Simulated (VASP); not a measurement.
Runs of VASP 6.6.1 on Au. The structure is that of space group Fm-3m (No. 225), or close to it. The cells are those of the table. 

```csv
level,potentials or basis,spin,cell,k mesh,cutoff (eV),grid for exact exchange (PRECFOCK),share of exact exchange,screening parameter,gap on the mesh (eV),pressure (GPa)
B3LYP,"VASP PAW PBE potentials, release 64 (Au)",off,"a = 2.839 Å, angles 60.0°, 1 atom",6 × 6 × 6,520,Normal,0.2,-,none,29.9
B3LYP,"VASP PAW PBE potentials, release 64 (Au)",off,"a = 2.819 Å, angles 60.0°, 1 atom",6 × 6 × 6,520,Normal,0.2,-,none,(c)
HSE06,"VASP PAW PBE potentials, release 64 (Au)",off,"a = 2.819 Å, angles 60.0°, 1 atom",6 × 6 × 6,520,Normal,0.25,0.2079 1/Å,none,22.6
r2SCAN50,"VASP PAW PBE potentials, release 64 (Au_sv_GW)",off,"a = 2.934 Å, angles 60.0°, 1 atom",6 × 6 × 6,440,Normal,0.5,-,none,-7.7
B3LYP,"VASP PAW PBE potentials, release 64 (Au)",off,"a = 2.859 Å, angles 60.0°, 1 atom",6 × 6 × 6,520,Normal,0.2,-,none,24.6
B3LYP,"VASP PAW PBE potentials, release 64 (Au)",off,"a = 2.878 Å, angles 60.0°, 1 atom",6 × 6 × 6,520,Normal,0.2,-,none,19.8
LDA,"VASP PAW LDA potentials, release 64 (Au_sv_GW)","non-collinear, zero start, SOC","a = 2.878 Å, angles 60.0°, 1 atom",11 × 11 × 11,540,-,-,-,-,-2.9
HSE06,"VASP PAW PBE potentials, release 64 (Au)",off,"a = 2.859 Å, angles 60.0°, 1 atom",6 × 6 × 6,520,Normal,0.25,0.2079 1/Å,none,(b)
HSE06,"VASP PAW PBE potentials, release 64 (Au)",off,"a = 2.839 Å, angles 60.0°, 1 atom",6 × 6 × 6,520,Normal,0.25,0.2079 1/Å,none,17.2
HSE06,"VASP PAW PBE potentials, release 64 (Au)",off,"a = 2.878 Å, angles 60.0°, 1 atom",6 × 6 × 6,520,Normal,0.25,0.2079 1/Å,none,(a)
```

Alike in all rows: task single point; smearing fermi-dirac 0.05 eV.

Fill in the values left out.

(a) 8.3; (b) 12.5; (c) 36.0.

Caveats: some runs use coarse meshes; the PAW data sets were made with another functional, which shifts forces and pressure a little (at least some runs); spin-orbit coupling is left out, which moves the levels of the heavy elements (at least some runs).

A k mesh can miss the band edges, and rows without SOC leave out spin-orbit coupling on Au.

A gap of «none» marks levels without a gap at the run's occupations.

The runs don't all hold the same shells in valence.
